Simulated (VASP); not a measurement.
Write the native input for VASP 6.6.1 that does the following.

- Task: single point
- Functional: RPBE
- Potentials or basis: VASP PAW PBE potentials, release 64 (Sc_sv)
- Cutoff: 500 eV
- k mesh: 10 × 10 × 10
- Occupations: fermi-dirac, width 0.1 eV
- Spin: no spin polarisation
- Dipole correction: no
- Further INCAR settings: ALGO = Normal; EDIFF = 1e-06; NBANDS = 12

The structure of Sc lies in POSCAR:

```
Sc
1.0
    3.0221151968      0.0000000000      0.0000000000
    0.0000000000      3.0221151968      0.0000000000
    0.0000000000      0.0000000000      3.0221151968
Sc
1
Direct
    0.0000000000      0.0000000000      0.0000000000
```

This isn't the form of Sc at room conditions, which is hcp.

One way to write it, as run:

INCAR

```
SYSTEM = Sc
PREC = Accurate
ENCUT = 500
EDIFF = 1E-6
ISMEAR = -1
SIGMA = 0.1
LREAL = .False.
LASPH = .True.
NELM = 120
ALGO = Normal
ISIF = 2
LWAVE = .False.
LCHARG = .False.
GGA = RP
NBANDS = 12
GGA_COMPAT = .False.
```

KPOINTS

```
regular mesh
0
Gamma
  10 10 10
  0 0 0
```

Potentials or basis: VASP PAW PBE potentials, release 64 (Sc_sv).

Run with:

```bash
$ cat potpaw_PBE.64/Sc_sv/POTCAR > POTCAR
$ mpirun -np 1 vasp_std > vasp.out
```

Results of the run:

```yaml
Pressure: 0.0 GPa
Band_gap_on_the_k_mesh: zero (an odd number of electrons rules out a gap without spin polarisation)
```

Caveat: the PAW data sets were made with another functional, which shifts forces and pressure a little.

Run time: 17 s on 1 thread of Intel Xeon 8259CL, with other jobs on the host, peak memory 0.14 GiB.
